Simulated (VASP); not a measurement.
# Zr2C (P4_2/mnm) in VASP: single point with PBE

Aim: the single point of Zr2C with PBE.

All numbers are computed with VASP 6.6.1; they aren't measurements. Logs are shortened: lines on timing, memory, paths and dates and some standing lists are left out, and cuts for length are marked.

**1. The cell of the first run**

Symmetry: P4_2/mnm, No. 136, tetragonal system. The conventional cell has a = 5.505 Å, b = 5.505 Å, c = 3.397 Å, α = 90.00°, β = 90.00°, γ = 90.00°. Zr (site symmetry m2m) has 3 C at 2.32 Å and 11 Zr at 3.15 to 3.40 Å within 3.4 Å. Within 3.1 Å of C (site symmetry mmm) lie 6 Zr at 2.32 Å.

**2. Single point, PBE**

Contents of INCAR:

```
ALGO = Normal ; EDIFF = 1E-7
ENCUT = 520 ; GGA = PE
ISIF = 2 ; ISMEAR = 0
LASPH = True ; LCHARG = False
LREAL = False ; LWAVE = False
NBANDS = 37 ; NELM = 100
PREC = Accurate ; SIGMA = 0.1
```

Contents of KPOINTS:

```
k-points
0
Gamma
  8 8 12
```

Contents of POSCAR:

```
Zr2C
1.0
    5.5046593494      0.0000000000      0.0000000000
    0.0000000000      5.5046593494      0.0000000000
    0.0000000000      0.0000000000      3.3974791357
Zr C
4 2
Direct
    0.2025814475      0.7974185525      0.5000000000
    0.7025814475      0.7025814475      0.0000000000
    0.7974185525      0.2025814475      0.5000000000
    0.2974185525      0.2974185525      0.0000000000
    0.5000000000      0.5000000000      0.5000000000
    0.0000000000      0.0000000000      0.0000000000
```

Potentials or basis: VASP PAW PBE potentials, release 64 (Zr_sv, C).

Run with:

```sh
> cat potpaw_PBE.64/Zr_sv/POTCAR potpaw_PBE.64/C/POTCAR > POTCAR
> mpirun -np 1 vasp_std > vasp.out
```

OUTCAR:

```text
EDIFF = 1E-7
   ENCUT = 520
   GGA = PE
   ISIF = 2
   ISMEAR = 0
   LASPH = True
   LREAL = False
   NELM = 100
   PREC = Accurate

 ion  position               nearest neighbor table
   1  0.203  0.797  0.500-   5 2.32   6 2.32   6 2.32   3 3.15   4 3.28   2 3.28   4 3.28   2 3.28
                             4 3.28   4 3.28   2 3.28   2 3.28
   2  0.703  0.703  0.000-   6 2.32   5 2.32   5 2.32   4 3.15   1 3.28   1 3.28   3 3.28   3 3.28
                             3 3.28   3 3.28   1 3.28   1 3.28
   3  0.797  0.203  0.500-   5 2.32   6 2.32   6 2.32   1 3.15   4 3.28   2 3.28   4 3.28   2 3.28
                             2 3.28   2 3.28   4 3.28   4 3.28
   4  0.297  0.297  0.000-   6 2.32   5 2.32   5 2.32   2 3.15   3 3.28   1 3.28   3 3.28   1 3.28
                             1 3.28   1 3.28   3 3.28   3 3.28
   5  0.500  0.500  0.500-   1 2.32   3 2.32   2 2.32   4 2.32   2 2.32   4 2.32
   6  0.000  0.000  0.000-   2 2.32   4 2.32   3 2.32   1 2.32   1 2.32   3 2.32

  LATTYP: Found a simple tetragonal cell.
 ALAT       =     5.5046593494
 C/A-ratio  =     0.6172006150

  Lattice vectors:

 A1 = (   5.5046593494,   0.0000000000,   0.0000000000)
 A2 = (   0.0000000000,   5.5046593494,   0.0000000000)
 A3 = (   0.0000000000,   0.0000000000,   3.3974791357)

Analysis of symmetry for initial positions (statically):
=====================================================================
 Subroutine PRICEL returns:
 Original cell was already a primitive cell.

 Routine SETGRP: Setting up the symmetry group for a
 simple tetragonal supercell.

 Subroutine GETGRP returns: Found 16 space group operations
 (whereof  8 operations were pure point group operations)
 out of a pool of 16 trial point group operations.

The static configuration has the point symmetry D_2h.
 The point group associated with its full space group is D_4h.

Analysis of symmetry for dynamics (positions and initial velocities):
=====================================================================
 Subroutine PRICEL returns:
 Original cell was already a primitive cell.

 Routine SETGRP: Setting up the symmetry group for a
 simple tetragonal supercell.

 Subroutine GETGRP returns: Found 16 space group operations
 (whereof  8 operations were pure point group operations)
 out of a pool of 16 trial point group operations.

The dynamic configuration has the point symmetry D_2h.
 The point group associated with its full space group is D_4h.

 Subroutine INISYM returns: Found 16 space group operations
 (whereof  8 operations are pure point group operations),
 and found     1 'primitive' translations

----------------------------------------------------------------------------------------

                                     Primitive cell

  volume of cell :     102.9479

  direct lattice vectors                    reciprocal lattice vectors
     5.504659349  0.000000000  0.000000000     0.181664284  0.000000000  0.000000000
     0.000000000  5.504659349  0.000000000     0.000000000  0.181664284  0.000000000
     0.000000000  0.000000000  3.397479136     0.000000000  0.000000000  0.294335877

  length of vectors
     5.504659349  5.504659349  3.397479136     0.181664284  0.181664284  0.294335877

  position of ions in fractional coordinates (direct lattice)
     0.202581448  0.797418552  0.500000000
     0.702581448  0.702581448  0.000000000
     0.797418552  0.202581448  0.500000000
     0.297418552  0.297418552  0.000000000
     0.500000000  0.500000000  0.500000000
     0.000000000  0.000000000  0.000000000

  ion indices of the primitive-cell ions
   primitive index   ion index
                 1           1
                 2           2
                 3           3
                 4           4
                 5           5
                 6           6

----------------------------------------------------------------------------------------

 KPOINTS: k-points

Automatic generation of k-mesh.
 Grid dimensions read from file:
 generate k-points for:    8    8   12

 Generating k-lattice:

  Cartesian coordinates                     Fractional coordinates (reciprocal lattice)
     0.022708036  0.000000000  0.000000000     0.125000000  0.000000000  0.000000000
     0.000000000  0.022708036  0.000000000     0.000000000  0.125000000  0.000000000
     0.000000000  0.000000000  0.024527990     0.000000000  0.000000000  0.083333333

  Length of vectors
     0.022708036  0.022708036  0.024527990

  Shift w.r.t. Gamma in fractional coordinates (k-lattice)
     0.000000000  0.000000000  0.000000000

 Subroutine IBZKPT returns following result:
 ===========================================

 Found    105 irreducible k-points:

 Following reciprocal coordinates:
            Coordinates               Weight
  0.000000  0.000000  0.000000      1.000000
  0.125000  0.000000  0.000000      4.000000
  0.250000  0.000000  0.000000      4.000000
  0.375000  0.000000  0.000000      4.000000
  0.500000  0.000000  0.000000      2.000000
  0.125000  0.125000  0.000000      4.000000
[... 16 lines left out ...]
  0.375000  0.125000  0.083333     16.000000
  0.500000  0.125000  0.083333      8.000000
 [... further k-points ...]
   k-points           NKPTS =    105   k-points in BZ     NKDIM =    105   number of bands    NBANDS=     37
   number of dos      NEDOS =    301   number of ions     NIONS =      6
   total plane-waves  NPLWV =  49392
   dimension x,y,z NGX =    42 NGY =   42 NGZ =   28
   dimension x,y,z NGXF=    84 NGYF=   84 NGZF=   56
   ions per type =               4   2
   NGX,Y,Z   is equivalent  to a cutoff of  12.68, 12.68, 13.70 a.u.
   NGXF,Y,Z  is equivalent  to a cutoff of  25.37, 25.37, 27.40 a.u.
 SYSTEM =  unknown system
   PREC   = accura    normal or accurate (medium, high low for compatibility)
   ISTART =      0    job   : 0-new  1-cont  2-samecut
   ICHARG =      2    charge: 1-file 2-atom 10-const
   ISPIN  =      1    spin polarized calculation?
   LNONCOLLINEAR =      F non collinear calculations
   LSORBIT =      F    spin-orbit coupling
   LASPH  =      T    aspherical Exc in radial PAW
   ENCUT  =  520.0 eV  38.22 Ry    6.18 a.u.  10.24 10.24  6.32*2*pi/ulx,y,z
   NELM   =    100;   NELMIN=  2; NELMDL= -5     # of ELM steps
   EDIFF  = 0.1E-06   stopping-criterion for ELM
   LREAL  =      F    real-space projection
   EDIFFG = 0.1E-05   stopping-criterion for IOM
   NSW    =      0    number of steps for IOM
   IBRION =     -1    ionic relax: 0-MD 1-quasi-New 2-CG
   NFREE  =      0    steps in history (QN), initial steepest desc. (CG)
   ISIF   =      2    stress and relaxation
   ISYM   =      2    0-nonsym 1-usesym 2-fastsym
   POTIM  = 0.5000    time-step for ionic-motion
   TEBEG  =    0.0;   TEEND  =   0.0 temperature during run
   PSTRESS=    0.0 pullay stress
   NELECT =      56.0000    total number of electrons
   NUPDOWN=      -1.0000    fix difference up-down
   EMIN   =  10.00;   EMAX   =-10.00  energy-range for DOS
   EFERMI =   0.00;   METHOD = LEGACY
   ISMEAR =     0;   SIGMA  =   0.10  broadening in eV -4-tet -1-fermi 0-gaus
   EFERMI_NEDOS =   21; number of points for ismear=-14 and -15
   IALGO  =     38    algorithm
   IMIX   =      4    mixing-type and parameters
     AMIX     =   0.40;   BMIX     =  1.00
     AMIX_MAG =   1.60;   BMIX_MAG =  1.00
  volume/ion in A,a.u.               =      17.16       115.79
  Fermi-wavevector in a.u.,A,eV,Ry     =   1.336385  2.525402 24.298985  1.785925
  Thomas-Fermi vector in A             =   2.465016
   LORBIT       =      0    0 simple, 1 ext, 2 COOP (PROOUT), +10 PAW based schemes
   GGA     = PE    functional components
   LHFCALC =     F    Hartree Fock is set to
   AEXX    =    0.0000 exact exchange contribution
   IVDW    =     0    specifies the selected vdW correction
   LEPSILON=     F    determine dielectric tensor
   LRPA    =     F    only Hartree local field effects (RPA)
 non-spin polarized calculation
 Gauss-broadening in eV      SIGMA  =   0.10
  energy-cutoff  :      520.00
  volume of cell :      102.95
 maximum number of plane-waves:      2804
 NGX is ok and might be reduce to    42
   NGX = 21   NGY = 21   NGZ = 13

 number of electron      55.9999999 magnetization

 Free energy of the ion-electron system (eV)
  ---------------------------------------------------
  ext. energy  EPLUGINS =         0.00000000
  ---------------------------------------------------
  free energy    TOTEN  =       -56.08281052 eV

  energy without entropy =      -56.06404645  energy(sigma->0) =      -56.07342849

 E-fermi :   8.6479     XC(G=0): -11.3831

 val. band max:        8.6283199765   @ k =   0.3750   0.0000   0.4167
 cond. band min:       8.6507247739   @ k =   0.1250   0.1250   0.0833
 fundamental gap:      0.0224047973
 Fermi energy:         8.6479283449

 k-point     1 :       0.0000    0.0000    0.0000
  band No.  band energies     occupation
      1     -39.7104      2.00000
      2     -39.6017      2.00000
      3     -39.6017      2.00000
      4     -39.5596      2.00000
      5     -18.2792      2.00000
      6     -18.0556      2.00000
[... 29 lines left out ...]
     36      12.5048      0.00000
     37      12.5048      0.00000

 k-point     2 :       0.1250    0.0000    0.0000
  band No.  band energies     occupation
      1     -39.7066      2.00000
      2     -39.6066      2.00000
      3     -39.5998      2.00000
      4     -39.5605      2.00000
      5     -18.2622      2.00000
      6     -18.0455      2.00000
[... 29 lines left out ...]
     36      12.4262      0.00000
     37      12.5638      0.00000

 k-point     3 :       0.2500    0.0000    0.0000
  band No.  band energies     occupation
      1     -39.6958      2.00000
      2     -39.6199      2.00000
      3     -39.5944      2.00000
      4     -39.5636      2.00000
      5     -18.2182      2.00000
      6     -18.0036      2.00000
[... 29 lines left out ...]
     36      12.1725      0.00000
     37      12.7706      0.00000

 k-point     4 :       0.3750    0.0000    0.0000
  band No.  band energies     occupation
      1     -39.6793      2.00000
      2     -39.6385      2.00000
      3     -39.5865      2.00000
      4     -39.5696      2.00000
      5     -18.1615      2.00000
      6     -18.0339      2.00000
[... 29 lines left out ...]
     36      12.3485      0.00000
     37      12.4547      0.00000
[... 683 lines left out ...]
      1     -39.6886      2.00000
      2     -39.6167      2.00000
      3     -39.5964      2.00000
      4     -39.5655      2.00000
      5     -18.1869      2.00000
      6     -17.9977      2.00000
[... 29 lines left out ...]
     36      11.9710      0.00000
     37      12.4334      0.00000

 k-point    23 :       0.3750    0.1250    0.0833
  band No.  band energies     occupation
      1     -39.6729      2.00000
      2     -39.6342      2.00000
      3     -39.5887      2.00000
      4     -39.5717      2.00000
      5     -18.1306      2.00000
      6     -18.0115      2.00000
[... 29 lines left out ...]
     36      12.1798      0.00000
     37      12.3683      0.00000

 k-point    24 :       0.5000    0.1250    0.0833
  band No.  band energies     occupation
      1     -39.6539      2.00000
      2     -39.6539      2.00000
      3     -39.5799      2.00000
      4     -39.5799      2.00000
      5     -18.0708      2.00000
      6     -18.0708      2.00000
[... 29 lines left out ...]
     36      11.9484      0.00000
     37      12.5791      0.00000

 [... further k-points ...]

------------------------ aborting loop because EDIFF is reached ----------------------------------------

  FORCE on cell =-STRESS in cart. coord.  units (eV):
  Direction    XX          YY          ZZ          XY          YZ          ZX
  --------------------------------------------------------------------------------------
  -------------------------------------------------------------------------------------
  Total        0.0923841      0.0923841      0.0794235      0.0000000      0.0000000      0.0000000
  in kB        1.4377718      1.4377718      1.2360665      0.0000000      0.0000000      0.0000000
  external PRESSURE =       1.3705367 kB  Pullay stress =       0.0000000 kB

 VOLUME and BASIS-vectors are now :
 -----------------------------------------------------------------------------
  energy-cutoff  :      520.00
  volume of cell :      102.95
      direct lattice vectors                 reciprocal lattice vectors
     5.504659349  0.000000000  0.000000000     0.181664284  0.000000000  0.000000000
     0.000000000  5.504659349  0.000000000     0.000000000  0.181664284  0.000000000
     0.000000000  0.000000000  3.397479136     0.000000000  0.000000000  0.294335877

 POSITION                                       TOTAL-FORCE (eV/Angst)
 -----------------------------------------------------------------------------------
      1.11514      4.38952      1.69874        -0.001418      0.001418     -0.000000
      3.86747      3.86747      0.00000        -0.001418     -0.001418     -0.000000
      4.38952      1.11514      1.69874         0.001418     -0.001418     -0.000000
      1.63719      1.63719      0.00000         0.001418      0.001418      0.000000
      2.75233      2.75233      1.69874         0.000000      0.000000     -0.000000
      0.00000      0.00000      0.00000         0.000000      0.000000     -0.000000
 -----------------------------------------------------------------------------------
    total drift:                                0.000000      0.000000      0.000000

  FREE ENERGIE OF THE ION-ELECTRON SYSTEM (eV)
  ---------------------------------------------------
  free  energy   TOTEN  =       -56.0828105224 eV

  energy  without entropy=      -56.0640464526  energy(sigma->0) =      -56.07342849
```

Run time: 3 min. Hardware: 1 thread of AMD EPYC 9R45 (Zen 5), shared host; peak memory 0.39 GiB.

What came out:

| Item | Value |
| --- | --- |
| Free energy | -56.0828 eV |
| Pressure | 0.1 GPa |
| Band gap on the k mesh | zero (bands 28 and 29 overlap by 1.71 eV) |

Forces in eV/Å, atoms in the order of the input:
```
Zr  -0.001  0.001  0.000
Zr  -0.001 -0.001  0.000
Zr   0.001 -0.001  0.000
Zr   0.001  0.001  0.000
C    0.000  0.000  0.000
C    0.000  0.000  0.000
```
